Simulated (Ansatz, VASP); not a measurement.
## Ti3Al in VASP and in Ansatz

The input INCAR:

```
ALGO = Fast
EDIFF = 1E-6
ENCUT = 520
GGA = PS
ISIF = 2
ISMEAR = 0
LASPH = True
LCHARG = True
LELF = True
LREAL = False
LVHAR = True
LWAVE = False
NBANDS = 28
NELM = 100
PREC = Accurate
SIGMA = 0.1
```

The input KPOINTS:

```
k-points
0
Gamma
  14 14 4
```

File POSCAR:

```
Ti3Al
1.0
    3.0162174768     -0.0585508445     -0.0244157021
   -1.5588152571      2.6133049692      0.0013313028
   -0.0769478591     -0.0395810930      9.4178090115
Ti Al
3 1
Direct
    0.6658474223      0.3806369127     -0.0322066271
    0.3308641924      0.5931179411      0.7695321253
    0.3191856095      0.7142779054      0.2444983235
    0.6840993600      0.3119672408      0.5181761782
```

Input for Ansatz:

```yaml
crystal:
  lattice:
    - [3.0162174768, -0.0585508445, -0.0244157021]
    - [-1.5588152571, 2.6133049692, 0.0013313028]
    - [-0.0769478591, -0.039581093, 9.4178090115]
  atoms:
    - { symbol: Ti, position: [0.6658474223, 0.3806369127, -0.0322066271] }
    - { symbol: Ti, position: [0.3308641924, 0.5931179411, 0.7695321253] }
    - { symbol: Ti, position: [0.3191856095, 0.7142779054, 0.2444983235] }
    - { symbol: Al, position: [0.68409936, 0.3119672408, 0.5181761782] }
basis:
  ecutwfc: 420
kpoints:
  mp_grid: { grid: [14, 14, 4] }
hamiltonian:
  xc: pbesol
scf:
  occupations: { method: gaussian, width: 0.1 }
output:
  forces: true
  stress: true
  eigenvalues: true
```

Change from the starting cell: all atoms moved at random, cell strained at random.

Alike in both runs: task single point; functional PBEsol; k mesh 14 × 14 × 4; occupations gaussian, width 0.1 eV; no spin polarisation.

|  | VASP | Ansatz |
| --- | --- | --- |
| version | VASP 6.6.1 | Ansatz 0.2.0 |
| potentials or method | VASP PAW PBE potentials, release 64 (Ti_sv, Al), cutoff 520 eV | scalar-relativistic, plane waves, PAW |
| valence electrons in the cell | 39 | 39 |

```tsv
	VASP	Ansatz	Ansatz less VASP
gap on the k mesh at the Fermi level (eV)	none	none	-
pressure (GPa)	-6.4	-6.3	+0.03
traceless stress, the component that is largest in VASP (GPa)	-3.33	-3.27	+0.058
rms of the force components (eV/Å)	1.094	1.089	-0.0057
```

VASP's potentials were made for PBE, not for PBEsol. Atom by atom the forces differ by 0.010 eV/Å (rms over components). A gap of «none» marks a metal or a gap that the smearing closes.
